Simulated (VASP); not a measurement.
A run of VASP 6.6.1 is set up as follows.

INCAR

```
PREC = Accurate
ENCUT = 520
EDIFF = 1E-6
ISMEAR = -1
SIGMA = 0.05
LREAL = F
LASPH = T
NELM = 80
ALGO = Normal
ISIF = 2
LWAVE = F
LCHARG = F
GGA = B5
ALDAX = 1.0
AGGAX = 1.0
AGGAC = 1.0
ALDAC = 0.0
NBANDS = 30
```

The input KPOINTS:

```
regular mesh
0
Gamma
  5 5 5
```

Contents of POSCAR:

```
CsSnI3
1.0
    6.4594302949      0.0000000000      0.0000000000
    0.0000000000      6.4594302949      0.0000000000
    0.0000000000      0.0000000000      6.4594302949
Cs I Sn
1 3 1
Direct
    0.0000000000      0.0000000000      0.0000000000
    0.5000000000      0.5000000000      0.0000000000
    0.5000000000      0.0000000000      0.5000000000
    0.0000000000      0.5000000000      0.5000000000
    0.5000000000      0.5000000000      0.5000000000
```

Potentials or basis: VASP PAW PBE potentials, release 64 (Cs_sv, I, Sn_d).

The run is started by

```sh
$ cat potpaw_PBE.64/Cs_sv/POTCAR potpaw_PBE.64/I/POTCAR potpaw_PBE.64/Sn_d/POTCAR > POTCAR
$ mpirun -np 1 vasp_std > vasp.out
```

Question: Estimate the band gap on the k mesh.

Answer: 1.92 eV, direct.

Question: What does it give for the pressure?

Answer: 0.0 GPa.

Caveat: the PAW data sets were made with another functional, which shifts forces and pressure a little; spin-orbit coupling is left out, which moves the levels of the heavy elements. Expect the measured gap to be larger: semilocal functionals such as BLYP lack the derivative discontinuity.
